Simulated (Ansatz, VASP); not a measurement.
## BaTiO3 in VASP and in Ansatz

File INCAR:

```
SYSTEM = BaTiO3
PREC = Accurate
ENCUT = 520
EDIFF = 1E-8
ISMEAR = -1
SIGMA = 0.05
LREAL = .FALSE.
LASPH = .TRUE.
NELM = 80
ALGO = Normal
ISIF = 2
LWAVE = .FALSE.
LCHARG = .FALSE.
GGA = PE
LEFG = .TRUE.
NBANDS = 28
```

File KPOINTS:

```
Automatic mesh
0
G
  8 8 8
  0 0 0
```

POSCAR

```
BaTiO3
1.0
    4.0600336789      0.0000000000      0.0000000000
    0.0000000000      4.0600336789      0.0000000000
    0.0000000000      0.0000000000      4.0600336789
Ba Ti O
1 1 3
Direct
    0.5000000000      0.5000000000      0.5000000000
    0.0000000000      0.0000000000      0.0000000000
    0.5000000000      0.0000000000      0.0000000000
    0.0000000000      0.5000000000      0.0000000000
    0.0000000000      0.0000000000      0.5000000000
```

Input for Ansatz:

```yaml
crystal:
  lattice:
    - [4.0600336789, 0.0, 0.0]
    - [0.0, 4.0600336789, 0.0]
    - [0.0, 0.0, 4.0600336789]
  atoms:
    - { symbol: Ba, position: [0.5, 0.5, 0.5] }
    - { symbol: Ti, position: [0.0, 0.0, 0.0] }
    - { symbol: O, position: [0.5, 0.0, 0.0] }
    - { symbol: O, position: [0.0, 0.5, 0.0] }
    - { symbol: O, position: [0.0, 0.0, 0.5] }
kpoints:
  mp_grid: { grid: [8, 8, 8] }
scf:
  occupations: { method: fermi_dirac, width: 0.05 }
hamiltonian:
  xc: pbe
  pseudopotentials: { kind: all_electron, datasets: crystal }
output:
  forces: true
  stress: true
  eigenvalues: true
  efg: { contact_densities: true }
```

Change from the starting cell: volume scaled by 1.04, crystal datasets.

Alike in both runs: task electric field gradients; functional PBE; k mesh 8 × 8 × 8; occupations fermi-dirac, width 0.05 eV; no spin polarisation.

|  | VASP | Ansatz |
| --- | --- | --- |
| version | VASP 6.6.1 | Ansatz 0.2.0 |
| potentials or method | VASP PAW PBE potentials, release 64 (Ba_sv, Ti_sv, O), cutoff 520 eV | all-electron PAW with datasets made for the crystal, scalar-relativistic |

VASP gave:

* pressure (GPa): -3.1
* size of Vzz on the site where it differs most (V/Å²): 28.6

**Question.** Estimate Ansatz's values.

**Answer.** Pressure (GPa): -4.6; size of Vzz on the site where it differs most (V/Å²): 28.4.

Ansatz ran all-electron here, and VASP with PAW potentials.

Neither program's run includes spin-orbit coupling.
